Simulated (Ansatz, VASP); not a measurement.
**One calculation of WC, two programs**

```
W C
1.0
     2.90650    0.00000    0.00000
    -1.45325    2.51710    0.00000
     0.00000    0.00000    2.83660
W C
1 1
Direct
  0.00000 0.00000 0.00000
  0.66667 0.33333 0.50000
```

Alike in both runs: task single point; functional PBE; k mesh 10 × 10 × 9; occupations gaussian, width 0.029 eV; no spin polarisation.

|  | VASP | Ansatz |
| --- | --- | --- |
| version | VASP 6.6.1 | Ansatz 0.2.0 |
| potentials or method | VASP PAW PBE potentials, release 64 (W_sv, C), cutoff 600 eV | all-electron LAPW, scalar-relativistic |

|  | VASP | Ansatz | Ansatz less VASP |
| --- | --- | --- | --- |
| gap on the k mesh at the Fermi level (eV) | none | none | - |
| pressure (GPa) | 6.7 | 5.7 | -0.96 |
| traceless stress, the component that is largest in VASP (GPa) | -0.45 | -0.62 | -0.173 |

A gap of «none» marks a metal or a gap that the smearing closes. Ansatz ran all-electron here, and VASP with PAW potentials.

Spin-orbit coupling is off throughout.
